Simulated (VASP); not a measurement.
# Ga4Se3S (Pmn2_1) in VASP: single point with PBE+D3(BJ)

Aim: the single point of Ga4Se3S with PBE+D3(BJ).

Everything below comes from runs of VASP 6.6.1. Logs are shortened: lines on timing, memory, paths and dates and some standing lists are left out, and cuts for length are marked.

## (1) The cell of the first run

Symmetry: Pmn2_1, No. 31, orthorhombic system. The conventional cell has a = 3.726 Å, b = 6.449 Å, c = 15.861 Å, α = 90.00°, β = 90.00°, γ = 90.00°. Ga (site symmetry m) has 2 S at 2.37 Å and 1 Ga at 2.45 Å and 1 Se at 2.48 Å within 3.1 Å. Within 3.1 Å of Ga (site symmetry m) lie 1 S at 2.36 Å and 1 Ga at 2.44 Å and 2 Se at 2.47 Å. Within 3.2 Å of Ga (site symmetry m) lie 1 Ga at 2.45 Å and 3 Se at 2.46 Å. Within 3.2 Å of Ga (site symmetry m) lie 1 Ga at 2.44 Å and 3 Se at 2.46 Å. Within 3.1 Å of S (site symmetry m) lie 3 Ga at 2.36 to 2.37 Å. Se (site symmetry m) has 3 Ga at 2.47 to 2.48 Å within 3.3 Å. Se (site symmetry m) has 3 Ga at 2.46 Å within 3.2 Å. Within 3.2 Å of Se (site symmetry m) lie 3 Ga at 2.46 Å.

## (2) Single point, PBE+D3(BJ)

Input file INCAR:

```
PREC = Accurate
ENCUT = 520
EDIFF = 1E-6
ISMEAR = 0
SIGMA = 0.02
LREAL = Auto
LASPH = True
NELM = 100
ALGO = Normal
ISIF = 2
LWAVE = False
LCHARG = False
GGA = PE
IVDW = 12
NBANDS = 90
```

Input file KPOINTS:

```
regular mesh
0
Gamma
  4 4 1
```

Input file POSCAR:

```
Ga4Se3S
1.0
    7.4479386689     -0.0018689959      0.0000000000
   -1.8627939662      3.2264537935      0.0000000000
    0.0000000000      0.0000000000     15.8608642840
Ga S Se
8 2 6
Direct
    0.1709902698      0.6709902698      0.1713639155
    0.6605952942      0.6605952942      0.1719268644
    0.3290097302      0.3290097302      0.6713639155
    0.8394047058      0.3394047058      0.6719268644
    0.1679464952      0.6679464952      0.3256122378
    0.6644670948      0.6644670948      0.3258842352
    0.3320535048      0.3320535048      0.8256122378
    0.8355329052      0.3355329052      0.8258842352
    0.1671961363      0.6671961363      0.6058076587
    0.3328038637      0.3328038637      0.1058076587
    0.6677199880      0.6677199880      0.5969923793
    0.8322800120      0.3322800120      0.0969923793
    0.1681082488      0.6681082488      0.9020684096
    0.6663014320      0.6663014320      0.9003442995
    0.3318917512      0.3318917512      0.4020684096
    0.8336985680      0.3336985680      0.4003442995
```

Potentials or basis: VASP PAW PBE potentials, release 64 (Ga_d, S, Se).

Run with:

```bash
cat potpaw_PBE.64/Ga_d/POTCAR potpaw_PBE.64/S/POTCAR potpaw_PBE.64/Se/POTCAR > POTCAR
mpirun -np 1 vasp_std > vasp.out
```

OUTCAR:

```text
PREC = Accurate
   ENCUT = 520
   EDIFF = 1E-6
   ISMEAR = 0
   LREAL = Auto
   LASPH = True
   NELM = 100
   ISIF = 2
   GGA = PE
   IVDW = 12
 IVDW          = 12

 ion  position               nearest neighbor table
   1  0.171  0.671  0.171-  10 2.37  10 2.37   5 2.45  12 2.48
   2  0.661  0.661  0.172-  10 2.36   6 2.44  12 2.47  12 2.47
   3  0.329  0.329  0.671-   9 2.37   9 2.37   7 2.45  11 2.48
   4  0.839  0.339  0.672-   9 2.36   8 2.44  11 2.47  11 2.47
   5  0.168  0.668  0.326-   1 2.45  16 2.46  15 2.46  15 2.46
   6  0.664  0.664  0.326-   2 2.44  16 2.46  16 2.46  15 2.46
   7  0.332  0.332  0.826-   3 2.45  14 2.46  13 2.46  13 2.46
   8  0.836  0.336  0.826-   4 2.44  14 2.46  14 2.46  13 2.46
   9  0.167  0.667  0.606-   4 2.36   3 2.37   3 2.37
  10  0.333  0.333  0.106-   2 2.36   1 2.37   1 2.37
  11  0.668  0.668  0.597-   4 2.47   4 2.47   3 2.48
  12  0.832  0.332  0.097-   2 2.47   2 2.47   1 2.48
  13  0.168  0.668  0.902-   7 2.46   7 2.46   8 2.46
  14  0.666  0.666  0.900-   7 2.46   8 2.46   8 2.46
  15  0.332  0.332  0.402-   5 2.46   5 2.46   6 2.46
  16  0.834  0.334  0.400-   5 2.46   6 2.46   6 2.46

  Warning from LATTYP: Monoclinic adjustment (A1->A3, A2->A1, A3->A2)!
  LATTYP: Found a simple orthorhombic cell.
 ALAT       =     3.7255879324
 B/A-ratio  =     1.7310474782
 C/A-ratio  =     4.2572781992

  Lattice vectors:

 A1 = (   1.8627939662,  -3.2264537935,   0.0000000000)
 A2 = (   5.5851447027,   3.2245847976,   0.0000000000)
 A3 = (   0.0000000000,   0.0000000000,  15.8608642840)

Analysis of symmetry for initial positions (statically):
=====================================================================
 Subroutine PRICEL returns:
 Original cell was already a primitive cell.

 Routine SETGRP: Setting up the symmetry group for a
 simple orthorhombic supercell.

 Subroutine GETGRP returns: Found  4 space group operations
 (whereof  2 operations were pure point group operations)
 out of a pool of  8 trial point group operations.

The static configuration has the point symmetry C_1h.
 The point group associated with its full space group is C_2v.

Analysis of symmetry for dynamics (positions and initial velocities):
=====================================================================
 Subroutine PRICEL returns:
 Original cell was already a primitive cell.

 Routine SETGRP: Setting up the symmetry group for a
 simple orthorhombic supercell.

 Subroutine GETGRP returns: Found  4 space group operations
 (whereof  2 operations were pure point group operations)
 out of a pool of  8 trial point group operations.

The dynamic configuration has the point symmetry C_1h.
 The point group associated with its full space group is C_2v.

 Subroutine INISYM returns: Found  4 space group operations
 (whereof  2 operations are pure point group operations),
 and found     1 'primitive' translations

----------------------------------------------------------------------------------------

                                     Primitive cell

  volume of cell :     381.0882

  direct lattice vectors                    reciprocal lattice vectors
     7.447938669 -0.001868996  0.000000000     0.134284793  0.077529361  0.000000000
    -1.862793966  3.226453794  0.000000000     0.000077787  0.309982714  0.000000000
     0.000000000  0.000000000 15.860864284     0.000000000  0.000000000  0.063048267

  length of vectors
     7.447938903  3.725587932 15.860864284     0.155058723  0.309982723  0.063048267

  position of ions in fractional coordinates (direct lattice)
     0.170990270  0.670990270  0.171363916
     0.660595294  0.660595294  0.171926864
     0.329009730  0.329009730  0.671363916
     0.839404706  0.339404706  0.671926864
     0.167946495  0.667946495  0.325612238
     0.664467095  0.664467095  0.325884235
[... 8 lines left out ...]
     0.331891751  0.331891751  0.402068410
     0.833698568  0.333698568  0.400344299

  ion indices of the primitive-cell ions
   primitive index   ion index
                 1           1
                 2           2
                 3           3
                 4           4
                 5           5
                 6           6
[... 8 lines left out ...]
                15          15
                16          16

----------------------------------------------------------------------------------------

 KPOINTS: regular mesh

Automatic generation of k-mesh.
 Grid dimensions read from file:
 generate k-points for:    4    4    1

 Generating k-lattice:

  Cartesian coordinates                     Fractional coordinates (reciprocal lattice)
     0.033571198  0.019382340  0.000000000     0.250000000  0.000000000  0.000000000
     0.000019447  0.077495678  0.000000000     0.000000000  0.250000000  0.000000000
     0.000000000  0.000000000  0.063048267     0.000000000  0.000000000  1.000000000

  Length of vectors
     0.038764681  0.077495681  0.063048267

  Shift w.r.t. Gamma in fractional coordinates (k-lattice)
     0.000000000  0.000000000  0.000000000

 Subroutine IBZKPT returns following result:
 ===========================================

 Found      9 irreducible k-points:

 Following reciprocal coordinates:
            Coordinates               Weight
  0.000000  0.000000  0.000000      1.000000
  0.250000  0.000000  0.000000      2.000000
  0.500000  0.000000  0.000000      1.000000
  0.000000  0.250000  0.000000      4.000000
  0.250000  0.250000  0.000000      2.000000
 -0.250000  0.250000  0.000000      2.000000
  0.000000  0.500000  0.000000      1.000000
  0.250000  0.500000  0.000000      2.000000
  0.500000  0.500000  0.000000      1.000000
   k-points           NKPTS =      9   k-points in BZ     NKDIM =      9   number of bands    NBANDS=     90
   number of dos      NEDOS =    301   number of ions     NIONS =     16
   total plane-waves  NPLWV = 188160
   dimension x,y,z NGX =    56 NGY =   28 NGZ =  120
   dimension x,y,z NGXF=   112 NGYF=   56 NGZF=  240
   ions per type =               8   2   6
   NGX,Y,Z   is equivalent  to a cutoff of  12.50, 12.49, 12.58 a.u.
   NGXF,Y,Z  is equivalent  to a cutoff of  25.00, 24.99, 25.16 a.u.
 SYSTEM =  unknown system
   PREC   = accura    normal or accurate (medium, high low for compatibility)
   ISTART =      0    job   : 0-new  1-cont  2-samecut
   ICHARG =      2    charge: 1-file 2-atom 10-const
   ISPIN  =      1    spin polarized calculation?
   LNONCOLLINEAR =      F non collinear calculations
   LSORBIT =      F    spin-orbit coupling
   LASPH  =      T    aspherical Exc in radial PAW
   ENCUT  =  520.0 eV  38.22 Ry    6.18 a.u.  13.85  6.93 29.49*2*pi/ulx,y,z
   NELM   =    100;   NELMIN=  2; NELMDL= -5     # of ELM steps
   EDIFF  = 0.1E-05   stopping-criterion for ELM
   LREAL  =      T    real-space projection
   EDIFFG = 0.1E-04   stopping-criterion for IOM
   NSW    =      0    number of steps for IOM
   IBRION =     -1    ionic relax: 0-MD 1-quasi-New 2-CG
   NFREE  =      0    steps in history (QN), initial steepest desc. (CG)
   ISIF   =      2    stress and relaxation
   ISYM   =      2    0-nonsym 1-usesym 2-fastsym
   POTIM  = 0.5000    time-step for ionic-motion
   TEBEG  =    0.0;   TEEND  =   0.0 temperature during run
   PSTRESS=    0.0 pullay stress
   NELECT =     152.0000    total number of electrons
   NUPDOWN=      -1.0000    fix difference up-down
   EMIN   =  10.00;   EMAX   =-10.00  energy-range for DOS
   EFERMI =   0.00;   METHOD = LEGACY
   ISMEAR =     0;   SIGMA  =   0.02  broadening in eV -4-tet -1-fermi 0-gaus
   EFERMI_NEDOS =   21; number of points for ismear=-14 and -15
   IALGO  =     38    algorithm
   IMIX   =      4    mixing-type and parameters
     AMIX     =   0.40;   BMIX     =  1.00
     AMIX_MAG =   1.60;   BMIX_MAG =  1.00
  volume/ion in A,a.u.               =      23.82       160.73
  Fermi-wavevector in a.u.,A,eV,Ry     =   1.205075  2.277262 19.758471  1.452207
  Thomas-Fermi vector in A             =   2.340782
   LORBIT       =      0    0 simple, 1 ext, 2 COOP (PROOUT), +10 PAW based schemes
   GGA     = PE    functional components
   LHFCALC =     F    Hartree Fock is set to
   AEXX    =    0.0000 exact exchange contribution
   IVDW    =    12    specifies the selected vdW correction
   LEPSILON=     F    determine dielectric tensor
   LRPA    =     F    only Hartree local field effects (RPA)
 non-spin polarized calculation
 Gauss-broadening in eV      SIGMA  =   0.02
  energy-cutoff  :      520.00
  volume of cell :      381.09
 maximum number of plane-waves:     10298
   NGX = 27   NGY = 13   NGZ = 59

 number of electron     151.9999990 magnetization

 Free energy of the ion-electron system (eV)
  ---------------------------------------------------
  ext. energy  EPLUGINS =         0.00000000
  ---------------------------------------------------
  free energy    TOTEN  =       -61.68190603 eV

  energy without entropy =      -61.68190603  energy(sigma->0) =      -61.68190603

 E-fermi :   3.6125     XC(G=0):  -9.2944

 val. band max:        3.5254433498   @ k =   0.0000   0.0000   0.0000
 cond. band min:       4.5532604462   @ k =   0.0000   0.0000   0.0000
 fundamental gap:      1.0278170963
 Fermi energy:         3.6125075900

 k-point     1 :       0.0000    0.0000    0.0000
  band No.  band energies     occupation
      1     -11.7328      2.00000
      2     -11.7309      2.00000
      3     -11.6227      2.00000
      4     -11.6217      2.00000
      5     -11.6070      2.00000
      6     -11.6037      2.00000
[... 80 lines left out ...]
     87       7.3544      0.00000
     88       7.4934      0.00000

 k-point     2 :       0.2500    0.0000    0.0000
  band No.  band energies     occupation
      1     -11.7175      2.00000
      2     -11.7145      2.00000
      3     -11.6262      2.00000
      4     -11.6244      2.00000
      5     -11.5912      2.00000
      6     -11.5866      2.00000
[... 80 lines left out ...]
     87       7.4570      0.00000
     88       7.4965      0.00000

 k-point     3 :       0.5000    0.0000    0.0000
  band No.  band energies     occupation
      1     -11.6894      2.00000
      2     -11.6883      2.00000
      3     -11.6436      2.00000
      4     -11.6397      2.00000
      5     -11.5797      2.00000
      6     -11.5781      2.00000
[... 80 lines left out ...]
     87       7.9281      0.00000
     88       7.9678      0.00000

 k-point     4 :       0.0000    0.2500    0.0000
  band No.  band energies     occupation
      1     -11.7301      2.00000
      2     -11.7283      2.00000
      3     -11.6582      2.00000
      4     -11.6540      2.00000
      5     -11.6003      2.00000
      6     -11.5973      2.00000
[... 80 lines left out ...]
     87       7.8389      0.00000
     88       7.9306      0.00000

 k-point     5 :       0.2500    0.2500    0.0000
  band No.  band energies     occupation
      1     -11.7219      2.00000
      2     -11.7201      2.00000
      3     -11.6714      2.00000
      4     -11.6671      2.00000
      5     -11.5880      2.00000
      6     -11.5875      2.00000
[... 80 lines left out ...]
     87       7.7339      0.00000
     88       7.7709      0.00000

 k-point     6 :      -0.2500    0.2500    0.0000
  band No.  band energies     occupation
      1     -11.7356      2.00000
      2     -11.7347      2.00000
      3     -11.6472      2.00000
      4     -11.6436      2.00000
      5     -11.6083      2.00000
      6     -11.6069      2.00000
[... 80 lines left out ...]
     87       7.4755      0.00000
     88       7.5911      0.00000

 k-point     7 :       0.0000    0.5000    0.0000
  band No.  band energies     occupation
      1     -11.7574      2.00000
      2     -11.7574      2.00000
      3     -11.7001      2.00000
      4     -11.7001      2.00000
      5     -11.6115      2.00000
      6     -11.6115      2.00000
[... 80 lines left out ...]
     87       7.3147      0.00000
     88       7.3168      0.00000

 k-point     8 :       0.2500    0.5000    0.0000
  band No.  band energies     occupation
      1     -11.7533      2.00000
      2     -11.7533      2.00000
      3     -11.6942      2.00000
      4     -11.6942      2.00000
      5     -11.6082      2.00000
      6     -11.6082      2.00000
[... 80 lines left out ...]
     87       7.6692      0.00000
     88       7.6763      0.00000

 k-point     9 :       0.5000    0.5000    0.0000
  band No.  band energies     occupation
      1     -11.7492      2.00000
      2     -11.7492      2.00000
      3     -11.6878      2.00000
      4     -11.6878      2.00000
      5     -11.6047      2.00000
      6     -11.6047      2.00000
[... 80 lines left out ...]
     87       7.8367      0.00000
     88       7.8367      0.00000
 [bands above 88 left out]

------------------------ aborting loop because EDIFF is reached ----------------------------------------

 Edisp (eV)   -4.57245

 E8    (eV) :    -1.9836

  FORCE on cell =-STRESS in cart. coord.  units (eV):
  Direction    XX          YY          ZZ          XY          YZ          ZX
  --------------------------------------------------------------------------------------
  -------------------------------------------------------------------------------------
  Total       0.34499     1.14015     0.35173    -0.68862     0.00000     0.00000
  in kB       1.45043     4.79343     1.47874    -2.89512     0.00000     0.00000
  external pressure =        2.57 kB  Pullay stress =        0.00 kB

 VOLUME and BASIS-vectors are now :
 -----------------------------------------------------------------------------
  energy-cutoff  :      520.00
  volume of cell :      381.09
      direct lattice vectors                 reciprocal lattice vectors
     7.447938669 -0.001868996  0.000000000     0.134284793  0.077529361  0.000000000
    -1.862793966  3.226453794  0.000000000     0.000077787  0.309982714  0.000000000
     0.000000000  0.000000000 15.860864284     0.000000000  0.000000000  0.063048267

 POSITION                                       TOTAL-FORCE (eV/Angst)
 -----------------------------------------------------------------------------------
      0.02361      2.16460      2.71798         0.007014      0.004050      0.012877
      3.68952      2.13015      2.72691        -0.019066     -0.011008      0.020157
      1.83757      1.06092     10.64841        -0.007014     -0.004050      0.012877
      5.61959      1.09350     10.65734         0.019066      0.011008      0.020157
      0.00661      2.15478      5.16449        -0.007426     -0.004287     -0.027310
      3.71114      2.14263      5.16881        -0.005812     -0.003356     -0.023922
[... 8 lines left out ...]
      1.85366      1.07021      6.37715         0.004883      0.002819      0.008782
      5.58772      1.07510      6.34981         0.006365      0.003675      0.009498
 -----------------------------------------------------------------------------------
    total drift:                               -0.000000      0.000001      0.011516

  FREE ENERGIE OF THE ION-ELECTRON SYSTEM (eV)
  ---------------------------------------------------
  free  energy   TOTEN  =       -66.2543575460 eV

  energy  without entropy=      -66.2543575460  energy(sigma->0) =      -66.25435755
```

It took 6.6 min on 1 thread of Intel Xeon Platinum 8488C (Sapphire Rapids), shared host; peak memory 0.52 GiB.

What came out:

- Free energy: -66.2544 eV
- Pressure: 0.3 GPa
- Largest force: 0.030 eV/Å
- Band gap on the k mesh: 1.03 eV, direct
- Dispersion energy per atom: -0.286 eV

Forces on the atoms (eV/Å):
```
Ga   0.007  0.004  0.013
Ga  -0.019 -0.011  0.020
Ga  -0.007 -0.004  0.013
Ga   0.019  0.011  0.020
Ga  -0.007 -0.004 -0.027
Ga  -0.006 -0.003 -0.024
Ga   0.007  0.004 -0.027
Ga   0.006  0.003 -0.024
S   -0.006 -0.003  0.007
S    0.006  0.003  0.007
Se  -0.001  0.000 -0.007
Se   0.001  0.000 -0.007
Se  -0.005 -0.003  0.009
Se  -0.006 -0.004  0.009
Se   0.005  0.003  0.009
Se   0.006  0.004  0.009
```

Caveat: the k points lie up to 0.49 Å⁻¹ apart.
